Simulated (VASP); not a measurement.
Write the native input for VASP 6.6.1 that does the following.

```
Task                   : single point
Functional             : PBE
Potentials or basis    : VASP PAW PBE potentials, release 64 (Ge_d)
Cutoff                 : 520 eV
k mesh                 : 17 × 17 × 17
Occupations            : fermi-dirac, width 0.05 eV
Spin                   : no spin polarisation
Dipole correction      : no
Further INCAR settings : ALGO = Normal; EDIFF = 1e-06; NBANDS = 13
```

The structure of Ge lies in POSCAR:

```
Ge
1.0
   -1.6851459498      1.6851459498      1.6851459498
    1.6851459498     -1.6851459498      1.6851459498
    1.6851459498      1.6851459498     -1.6851459498
Ge
1
Direct
    0.0000000000      0.0000000000      0.0000000000
```

This isn't the form of Ge at room conditions, which is diamond.

One way to write it, as run:

INCAR

```
SYSTEM = Ge
  PREC = Accurate
  ENCUT = 520
  EDIFF = 1E-6
  ISMEAR = -1
  SIGMA = 0.05
  LREAL = .FALSE.
  LASPH = .TRUE.
  NELM = 80
  ALGO = Normal
  ISIF = 2
  LWAVE = .FALSE.
  LCHARG = .FALSE.
  GGA = PE
  NBANDS = 13
```

KPOINTS

```
regular mesh
0
G
  17 17 17
  0 0 0
```

Potentials or basis: VASP PAW PBE potentials, release 64 (Ge_d).

Launch:

```console
$ cat potpaw_PBE.64/Ge_d/POTCAR > POTCAR
$ mpirun -np 1 vasp_std > vasp.out
```

Results of the run:

The pressure is -0.1 GPa and the band gap on the k mesh is zero (bands 7 and 8 overlap by 11.94 eV).

Run time: 37 s on 1 thread of Intel Xeon 8259CL, with other jobs on the host, peak memory 0.16 GiB.
